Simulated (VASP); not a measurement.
The system is Mo.

```
CELL_PARAMETERS angstrom
-1.58000 1.58000 1.58000
1.58000 -1.58000 1.58000
1.58000 1.58000 -1.58000
ATOMIC_POSITIONS crystal
Mo 0.00000 0.00000 0.00000
```

- Program: VASP 6.6.1
- Task: relaxation of cell and atoms
- Functional: PBEsol
- Potentials or basis: VASP PAW PBE potentials, release 64 (Mo_sv)
- Cutoff: 600 eV
- k mesh: 24 × 24 × 24
- Occupations: gaussian, width 0.3 eV
- Spin: no spin polarisation

At the start: pressure -7.2 GPa; volume 15.78 Å³/atom.

**Question.** How do energy, volume and symmetry change on relaxing?

**Answer.** Over 7 steps the energy falls by 9.6 meV/atom and the volume is 15.36 Å³/atom (-2.7 %); space group Im-3m (No. 229, to 0.05 Å).

Step by step:
| step | energy change (eV) | largest force (eV/Å) | pressure (GPa) | volume (Å³) |
| --- | --- | --- | --- | --- |
| 1 | 0.0000 | 0.0000 | -7.15 | 15.78 |
| 2 | 0.0740 | 0.0000 | 25.27 | 14.22 |
| 3 | -0.0096 | 0.0000 | -0.20 | 15.37 |
| 4 | -0.0096 | 0.0000 | -0.05 | 15.36 |
| 5 | -0.0096 | 0.0000 | 0.10 | 15.35 |
| 6 | -0.0096 | 0.0000 | -0.18 | 15.37 |
| 7 | -0.0096 | 0.0000 | -0.02 | 15.36 |

Final structure:
```yaml
crystal:
  lattice:
    - [-1.56587, 1.56587, 1.56587]
    - [1.56587, -1.56587, 1.56587]
    - [1.56587, 1.56587, -1.56587]
  atoms:
    - { symbol: Mo, position: [0.00000, 0.00000, 0.00000] }
```

Caveat: the PAW data sets were made with another functional, which shifts forces and pressure a little.
